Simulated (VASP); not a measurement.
# CuB2: relaxation of shape and atoms at fixed volume with PBEsol

Crystal: CuB2.

```xyz
3
Lattice="2.9433 0.0000 0.0000 -1.4717 2.5490 0.0000 0.0000 0.0000 3.2281" Properties=species:S:1:pos:R:3 pbc="T T T"
Cu    0.0000    0.0000    0.0000
B     0.0000    1.6993    1.6141
B     1.4717    0.8497    1.6141
```

This cell differs from its parent crystal: volume scaled by 0.960.

```
Program                : VASP 6.6.1
Task                   : relaxation of shape and atoms at fixed volume
Functional             : PBEsol
Potentials or basis    : VASP PAW PBE potentials, release 64 (Cu, B)
Cutoff                 : 600 eV
k mesh                 : 12 × 12 × 10
Occupations            : gaussian, width 0.05 eV
Spin                   : no spin polarisation
Dipole correction      : no
Further INCAR settings : ALGO = Normal; EDIFF = 1e-07; IBRION = 2; EDIFFG = -0.01; NSW = 60; ISIF = 4
```

The energy gained by relaxing is 0.2 meV/atom. The ionic steps are 3 and the pressure after relaxing is 8.8 GPa.

Step by step:
```tsv
step	energy change (eV)	largest force (eV/Å)	pressure (GPa)	volume (Å³)
1	0.0000	0.0000	9.10	24.22
2	-0.0005	0.0000	8.88	24.22
3	-0.0006	0.0000	8.78	24.22
```

Final structure:
```yaml
crystal:
  lattice:
    - [2.94944, 0.00000, 0.00000]
    - [-1.47472, 2.55429, 0.00000]
    - [0.00000, 0.00000, 3.21475]
  atoms:
    - { symbol: Cu, position: [0.00000, 0.00000, 0.00000] }
    - { symbol: B, position: [0.33333, 0.66667, 0.50000] }
    - { symbol: B, position: [0.66667, 0.33333, 0.50000] }
```

Levels at points of the mesh, in eV from the Fermi level:
```tsv
k point	band 4	band 5	band 6	band 7	band 8	band 9	band 10	band 11	band 12
(0.00, 0.00, 0.00)	-4.02	-3.04	-3.02	-3.02	1.12	1.12	4.49	6.18	6.18
(0.50, 0.00, 0.00)	-4.26	-3.18	-2.92	-2.78	-2.26	3.35	3.55	6.04	6.58
(0.00, 0.00, 0.50)	-3.52	-3.43	-3.43	-2.98	0.49	0.49	8.42	8.62	8.62
(0.50, 0.00, 0.50)	-4.87	-4.38	-2.77	-2.75	-1.30	0.05	0.09	6.33	9.20
```

Run time: 32 s on 1 thread of Intel(R) Xeon(R) 6975P-C (Granite Rapids) (shared host), peak memory 0.17 GiB.

Caveat: the cell differs from its parent crystal (volume scaled by 0.960); the PAW data sets were made with another functional, which shifts forces and pressure a little.
